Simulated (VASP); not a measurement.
# InSe2 (P4/nmm) in VASP: notebook

InSe2 is run at these levels: PBE; tasks: single point.

Program: VASP 6.6.1. These are calculated values, not measurements. Logs are shortened: lines on timing, memory, paths and dates and some standing lists are left out, and cuts for length are marked.

## 1. The cell of the first run

It takes space group P4/nmm (No. 129, tetragonal). The conventional cell has a = 3.887 Å, b = 3.887 Å, c = 9.732 Å, α = 90.00°, β = 90.00°, γ = 90.00°. Within 3.7 Å of In (site symmetry 4mm) lie 9 Se at 2.83 to 3.48 Å. Within 3.7 Å of Se (site symmetry 4mm) lie 5 In at 2.83 to 3.29 Å. Se (site symmetry -4m2) has 4 Se at 2.75 Å and 4 In at 3.48 Å within 3.6 Å.

## 2. Single point, PBE

INCAR reads:

```
  ALGO = Normal
  EDIFF = 1E-6
  ENCUT = 520
  GGA = PE
  ISIF = 2
  ISMEAR = 0
  LASPH = True
  LCHARG = True
  LELF = True
  LREAL = False
  LVHAR = True
  LWAVE = False
  NBANDS = 34
  NELM = 100
  PREC = Accurate
  SIGMA = 0.15
```

KPOINTS reads:

```
k-points
0
Gamma
  12 12 6
```

POSCAR reads:

```
InSe2
1.0
    3.8871053311      0.0000000000      0.0000000000
    0.0000000000      3.8871053311      0.0000000000
    0.0000000000      0.0000000000      9.7316871853
In Se
2 4
Direct
    0.0000000000      0.5000000000      0.7035891433
    0.5000000000      0.0000000000      0.2964108567
    0.0000000000      0.5000000000      0.3657763741
    0.5000000000      0.0000000000      0.6342236259
    0.0000000000      0.0000000000      0.0000000000
    0.5000000000      0.5000000000      0.0000000000
```

Potentials or basis: VASP PAW PBE potentials, release 64 (In_d, Se).

Started as:

```
> cat potpaw_PBE.64/In_d/POTCAR potpaw_PBE.64/Se/POTCAR > POTCAR
> mpirun -np 1 vasp_std > vasp.out
```

OUTCAR:

```text
EDIFF = 1E-6
   ENCUT = 520
   GGA = PE
   ISIF = 2
   ISMEAR = 0
   LASPH = True
   LREAL = False
   NELM = 100
   PREC = Accurate

 ion  position               nearest neighbor table
   1  0.000  0.500  0.704-   4 2.83   4 2.83   4 2.83   4 2.83   3 3.29
   2  0.500  0.000  0.296-   3 2.83   3 2.83   3 2.83   3 2.83   4 3.29
   3  0.000  0.500  0.366-   2 2.83   2 2.83   2 2.83   2 2.83   1 3.29
   4  0.500  0.000  0.634-   1 2.83   1 2.83   1 2.83   1 2.83   2 3.29
   5  0.000  0.000  0.000-   6 2.75   6 2.75   6 2.75   6 2.75
   6  0.500  0.500  0.000-   5 2.75   5 2.75   5 2.75   5 2.75

  LATTYP: Found a simple tetragonal cell.
 ALAT       =     3.8871053311
 C/A-ratio  =     2.5035820634

  Lattice vectors:

 A1 = (   3.8871053311,   0.0000000000,   0.0000000000)
 A2 = (   0.0000000000,   3.8871053311,   0.0000000000)
 A3 = (   0.0000000000,   0.0000000000,   9.7316871853)

Analysis of symmetry for initial positions (statically):
=====================================================================
 Subroutine PRICEL returns:
 Original cell was already a primitive cell.

 Routine SETGRP: Setting up the symmetry group for a
 simple tetragonal supercell.

 Subroutine GETGRP returns: Found 16 space group operations
 (whereof  8 operations were pure point group operations)
 out of a pool of 16 trial point group operations.

The static configuration has the point symmetry D_2d.
 The point group associated with its full space group is D_4h.

Analysis of symmetry for dynamics (positions and initial velocities):
=====================================================================
 Subroutine PRICEL returns:
 Original cell was already a primitive cell.

 Routine SETGRP: Setting up the symmetry group for a
 simple tetragonal supercell.

 Subroutine GETGRP returns: Found 16 space group operations
 (whereof  8 operations were pure point group operations)
 out of a pool of 16 trial point group operations.

The dynamic configuration has the point symmetry D_2d.
 The point group associated with its full space group is D_4h.

 Subroutine INISYM returns: Found 16 space group operations
 (whereof  8 operations are pure point group operations),
 and found     1 'primitive' translations

----------------------------------------------------------------------------------------

                                     Primitive cell

  volume of cell :     147.0418

  direct lattice vectors                    reciprocal lattice vectors
     3.887105331  0.000000000  0.000000000     0.257260844  0.000000000  0.000000000
     0.000000000  3.887105331  0.000000000     0.000000000  0.257260844  0.000000000
     0.000000000  0.000000000  9.731687185     0.000000000  0.000000000  0.102757105

  length of vectors
     3.887105331  3.887105331  9.731687185     0.257260844  0.257260844  0.102757105

  position of ions in fractional coordinates (direct lattice)
     0.000000000  0.500000000  0.703589143
     0.500000000  0.000000000  0.296410857
     0.000000000  0.500000000  0.365776374
     0.500000000  0.000000000  0.634223626
     0.000000000  0.000000000  0.000000000
     0.500000000  0.500000000  0.000000000

  ion indices of the primitive-cell ions
   primitive index   ion index
                 1           1
                 2           2
                 3           3
                 4           4
                 5           5
                 6           6

----------------------------------------------------------------------------------------

 KPOINTS: k-points

Automatic generation of k-mesh.
 Grid dimensions read from file:
 generate k-points for:   12   12    6

 Generating k-lattice:

  Cartesian coordinates                     Fractional coordinates (reciprocal lattice)
     0.021438404  0.000000000  0.000000000     0.083333333  0.000000000  0.000000000
     0.000000000  0.021438404  0.000000000     0.000000000  0.083333333  0.000000000
     0.000000000  0.000000000  0.017126184     0.000000000  0.000000000  0.166666667

  Length of vectors
     0.021438404  0.021438404  0.017126184

  Shift w.r.t. Gamma in fractional coordinates (k-lattice)
     0.000000000  0.000000000  0.000000000

 Subroutine IBZKPT returns following result:
 ===========================================

 Found    112 irreducible k-points:

 Following reciprocal coordinates:
            Coordinates               Weight
  0.000000  0.000000  0.000000      1.000000
  0.083333  0.000000  0.000000      4.000000
  0.166667  0.000000  0.000000      4.000000
  0.250000  0.000000  0.000000      4.000000
  0.333333  0.000000  0.000000      4.000000
  0.416667  0.000000  0.000000      4.000000
[... 16 lines left out ...]
  0.333333  0.333333  0.000000      4.000000
  0.416667  0.333333  0.000000      8.000000
 [... further k-points ...]
   k-points           NKPTS =    112   k-points in BZ     NKDIM =    112   number of bands    NBANDS=     34
   number of dos      NEDOS =    301   number of ions     NIONS =      6
   total plane-waves  NPLWV =  64800
   dimension x,y,z NGX =    30 NGY =   30 NGZ =   72
   dimension x,y,z NGXF=    60 NGYF=   60 NGZF=  144
   ions per type =               2   4
   NGX,Y,Z   is equivalent  to a cutoff of  12.83, 12.83, 12.30 a.u.
   NGXF,Y,Z  is equivalent  to a cutoff of  25.66, 25.66, 24.60 a.u.
 SYSTEM =  unknown system
   PREC   = accura    normal or accurate (medium, high low for compatibility)
   ISTART =      0    job   : 0-new  1-cont  2-samecut
   ICHARG =      2    charge: 1-file 2-atom 10-const
   ISPIN  =      1    spin polarized calculation?
   LNONCOLLINEAR =      F non collinear calculations
   LSORBIT =      F    spin-orbit coupling
   LASPH  =      T    aspherical Exc in radial PAW
   ENCUT  =  520.0 eV  38.22 Ry    6.18 a.u.   7.23  7.23 18.09*2*pi/ulx,y,z
   NELM   =    100;   NELMIN=  2; NELMDL= -5     # of ELM steps
   EDIFF  = 0.1E-05   stopping-criterion for ELM
   LREAL  =      F    real-space projection
   EDIFFG = 0.1E-04   stopping-criterion for IOM
   NSW    =      0    number of steps for IOM
   IBRION =     -1    ionic relax: 0-MD 1-quasi-New 2-CG
   NFREE  =      0    steps in history (QN), initial steepest desc. (CG)
   ISIF   =      2    stress and relaxation
   ISYM   =      2    0-nonsym 1-usesym 2-fastsym
   POTIM  = 0.5000    time-step for ionic-motion
   TEBEG  =    0.0;   TEEND  =   0.0 temperature during run
   PSTRESS=    0.0 pullay stress
   NELECT =      50.0000    total number of electrons
   NUPDOWN=      -1.0000    fix difference up-down
   EMIN   =  10.00;   EMAX   =-10.00  energy-range for DOS
   EFERMI =   0.00;   METHOD = LEGACY
   ISMEAR =     0;   SIGMA  =   0.15  broadening in eV -4-tet -1-fermi 0-gaus
   EFERMI_NEDOS =   21; number of points for ismear=-14 and -15
   IALGO  =     38    algorithm
   IMIX   =      4    mixing-type and parameters
     AMIX     =   0.40;   BMIX     =  1.00
     AMIX_MAG =   1.60;   BMIX_MAG =  1.00
  volume/ion in A,a.u.               =      24.51       165.38
  Fermi-wavevector in a.u.,A,eV,Ry     =   1.142662  2.159319 17.764817  1.305677
  Thomas-Fermi vector in A             =   2.279360
   LORBIT       =      0    0 simple, 1 ext, 2 COOP (PROOUT), +10 PAW based schemes
   GGA     = PE    functional components
   LHFCALC =     F    Hartree Fock is set to
   AEXX    =    0.0000 exact exchange contribution
   IVDW    =     0    specifies the selected vdW correction
   LEPSILON=     F    determine dielectric tensor
   LRPA    =     F    only Hartree local field effects (RPA)
 non-spin polarized calculation
 Gauss-broadening in eV      SIGMA  =   0.15
  energy-cutoff  :      520.00
  volume of cell :      147.04
 maximum number of plane-waves:      4008
 NGX is ok and might be reduce to    30
   NGX = 15   NGY = 15   NGZ = 37

 number of electron      49.9999994 magnetization

 Free energy of the ion-electron system (eV)
  ---------------------------------------------------
  ext. energy  EPLUGINS =         0.00000000
  ---------------------------------------------------
  free energy    TOTEN  =       -20.31418999 eV

  energy without entropy =      -20.29497273  energy(sigma->0) =      -20.30458136

 E-fermi :   4.9226     XC(G=0):  -9.8355

 val. band max:        4.9169249060   @ k =   0.3333   0.0000   0.0000
 cond. band min:       4.9463762310   @ k =   0.0833   0.0833   0.5000
 fundamental gap:      0.0294513250
 Fermi energy:         4.9226334726

 k-point     1 :       0.0000    0.0000    0.0000
  band No.  band energies     occupation
      1     -10.0979      2.00000
      2      -9.7027      2.00000
      3      -9.6423      2.00000
      4      -9.4886      2.00000
      5      -9.4857      2.00000
      6      -9.4560      2.00000
[... 26 lines left out ...]
     33      11.3278      0.00000
     34      11.3358      0.00000

 k-point     2 :       0.0833    0.0000    0.0000
  band No.  band energies     occupation
      1     -10.0444      2.00000
      2      -9.6927      2.00000
      3      -9.6289      2.00000
      4      -9.4846      2.00000
      5      -9.4816      2.00000
      6      -9.4588      2.00000
[... 26 lines left out ...]
     33      11.0760      0.00000
     34      11.1970      0.00000

 k-point     3 :       0.1667    0.0000    0.0000
  band No.  band energies     occupation
      1      -9.8891      2.00000
      2      -9.6660      2.00000
      3      -9.5891      2.00000
      4      -9.4765      2.00000
      5      -9.4727      2.00000
      6      -9.4632      2.00000
[... 26 lines left out ...]
     33      10.7851      0.00000
     34      10.8823      0.00000
[... 704 lines left out ...]
 k-point    23 :       0.3333    0.3333    0.0000
  band No.  band energies     occupation
      1      -9.7295      2.00000
      2      -9.7241      2.00000
      3      -9.5066      2.00000
      4      -9.4898      2.00000
      5      -9.4879      2.00000
      6      -9.4792      2.00000
[... 26 lines left out ...]
     33      10.6893      0.00000
     34      11.8298      0.00000

 k-point    24 :       0.4167    0.3333    0.0000
  band No.  band energies     occupation
      1      -9.7640      2.00000
      2      -9.7623      2.00000
      3      -9.5027      2.00000
      4      -9.4960      2.00000
      5      -9.4831      2.00000
      6      -9.4782      2.00000
[... 26 lines left out ...]
     33      11.0452      0.00000
     34      11.6966      0.00000

 [... further k-points ...]
[... 5 lines left out ...]
  --------------------------------------------------------------------------------------
  -------------------------------------------------------------------------------------
  Total       -0.0942527     -0.0942527      0.0571082      0.0000000     -0.0000000      0.0000000
  in kB       -1.0269834     -1.0269834      0.6222550      0.0000000     -0.0000000      0.0000000
  external PRESSURE =      -0.4772373 kB  Pullay stress =       0.0000000 kB

 VOLUME and BASIS-vectors are now :
 -----------------------------------------------------------------------------
  energy-cutoff  :      520.00
  volume of cell :      147.04
      direct lattice vectors                 reciprocal lattice vectors
     3.887105331  0.000000000  0.000000000     0.257260844  0.000000000  0.000000000
     0.000000000  3.887105331  0.000000000     0.000000000  0.257260844  0.000000000
     0.000000000  0.000000000  9.731687185     0.000000000  0.000000000  0.102757105

 POSITION                                       TOTAL-FORCE (eV/Angst)
 -----------------------------------------------------------------------------------
      0.00000      1.94355      6.84711         0.000000      0.000000      0.001444
      1.94355      0.00000      2.88458         0.000000     -0.000000     -0.001444
      0.00000      1.94355      3.55962         0.000000      0.000000     -0.017697
      1.94355      0.00000      6.17207         0.000000     -0.000000      0.017697
      0.00000      0.00000      0.00000        -0.000000      0.000000      0.000000
      1.94355      1.94355      0.00000         0.000000     -0.000000      0.000000
 -----------------------------------------------------------------------------------
    total drift:                                0.000000      0.000000      0.000000

  FREE ENERGIE OF THE ION-ELECTRON SYSTEM (eV)
  ---------------------------------------------------
  free  energy   TOTEN  =       -20.3141899888 eV

  energy  without entropy=      -20.2949727285  energy(sigma->0) =      -20.30458136
```

It took 5.6 min on 1 thread of Intel Xeon Platinum 8488C (Sapphire Rapids), shared host; peak memory 0.55 GiB.

Results:

- Free energy: -20.3142 eV
- Pressure: 0.0 GPa
- Largest force: 0.018 eV/Å
- Band gap on the k mesh: zero (band 25 reaches 5.68 eV, above the bottom of band 26 at 3.58 eV)

Forces in eV/Å, atoms in the order of the input:
```
In   0.000  0.000  0.001
In   0.000  0.000 -0.001
Se   0.000  0.000 -0.018
Se   0.000  0.000  0.018
Se   0.000  0.000  0.000
Se   0.000  0.000  0.000
```

Caveat: spin-orbit coupling is left out, which moves the levels of the heavy elements.

## 3. Single point, PBE

INCAR reads:

```
PREC     = Accurate       # precision mode
ENCUT    = 500            # plane-wave cutoff, eV
EDIFF    = 1E-6           # SCF threshold, eV
ISMEAR   = 0              # smearing method
SIGMA    = 0.1            # smearing width, eV
LREAL    = F              # projectors in reciprocal space
LASPH    = T              # aspherical terms in the spheres
NELM     = 120            # most SCF steps
ALGO     = Normal         # electronic algorithm
ISIF     = 2              # what is computed and relaxed
LWAVE    = F              # write WAVECAR
LCHARG   = F              # write CHGCAR
GGA      = PE             # functional
NBANDS   = 34             # bands
GGA_COMPAT= F
```

KPOINTS reads:

```
Automatic mesh
0
Gamma
  10 10 4
```

POSCAR is that of step 2.

Potentials or basis: VASP PAW PBE potentials, release 64 (In_d, Se).

Started as:

```
> cat potpaw_PBE.64/In_d/POTCAR potpaw_PBE.64/Se/POTCAR > POTCAR
> mpirun -np 1 vasp_std > vasp.out
```

It took 5.3 min on 1 thread of Intel Xeon 6975P-C, shared host; peak memory 0.38 GiB.

Results (log left out):

```
Free energy            : -20.2888 eV
Pressure               : 0.0 GPa
Band gap on the k mesh : zero (band 25 reaches 5.66 eV, above the bottom of band 26 at 3.58 eV)
```

Forces in eV/Å, atoms in the order of the input:
```
In   0.000  0.000  0.001
In   0.000  0.000 -0.001
Se   0.000  0.000  0.002
Se   0.000  0.000 -0.002
Se   0.000  0.000  0.000
Se   0.000  0.000  0.000
```

Levels at points of the mesh, in eV from the Fermi level:
```tsv
k point	band 21	band 22	band 23	band 24	band 25	band 26	band 27	band 28	band 29	band 30
(0.00, 0.00, 0.00)	-2.41	-2.04	-1.79	-1.79	0.25	0.49	2.88	2.88	3.29	4.29
(0.50, 0.00, 0.00)	-1.84	-1.84	-1.29	-1.29	-1.00	-1.00	1.68	1.68	3.04	3.04
(0.50, 0.50, 0.00)	-3.59	-3.59	-1.54	-1.54	-1.12	-1.12	2.71	2.71	3.95	3.95
(0.00, 0.00, 0.50)	-2.47	-1.73	-1.73	-1.28	0.25	0.51	2.03	2.88	2.88	3.63
(0.50, 0.00, 0.50)	-1.59	-1.59	-1.03	-1.03	-1.01	-1.01	1.15	1.15	3.39	3.39
(0.50, 0.50, 0.50)	-3.45	-3.45	-1.74	-1.74	-1.45	-1.45	3.46	3.46	4.52	4.52
```

Caveat: spin-orbit coupling is left out, which moves the levels of the heavy elements.
